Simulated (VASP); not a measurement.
A run of VASP 6.6.1 is set up as follows.

File INCAR:

```
SYSTEM = Hg
ALGO = Normal
EDIFF = 1E-6
ENCUT = 500
GGA = PE
GGA_COMPAT = .FALSE.
ISIF = 2
ISMEAR = -1
LASPH = .TRUE.
LCHARG = .FALSE.
LREAL = .FALSE.
LWAVE = .FALSE.
NBANDS = 32
NELM = 120
PREC = Accurate
SIGMA = 0.1
```

File KPOINTS:

```
k-points
0
G
  12 12 4
  0 0 0
```

Contents of POSCAR:

```
Hg
1.0
    3.4694465967      0.0000000000      0.0000000000
   -1.7347232984      3.0046288898      0.0000000000
    0.0000000000      0.0000000000     10.9910294411
Hg
4
Direct
    0.0000000000      1.0000000000      0.0000000000
    0.0000000000      1.0000000000      0.5000000000
    0.3333333333      0.6666666667      0.2500000000
    0.6666666667      0.3333333333      0.7500000000
```

Potentials or basis: VASP PAW PBE potentials, release 64 (Hg).

Run with:

```bash
$ cat potpaw_PBE.64/Hg/POTCAR > POTCAR
$ mpirun -np 1 vasp_std > vasp.out
```

(1) What does it give for the band gap on the k mesh?

(2) What does it give for the pressure?

## Answers

(1) zero (bands 24 and 25 overlap by 0.28 eV).

(2) 0.8 GPa.

Caveat: spin-orbit coupling is left out, which moves the levels of the heavy elements.
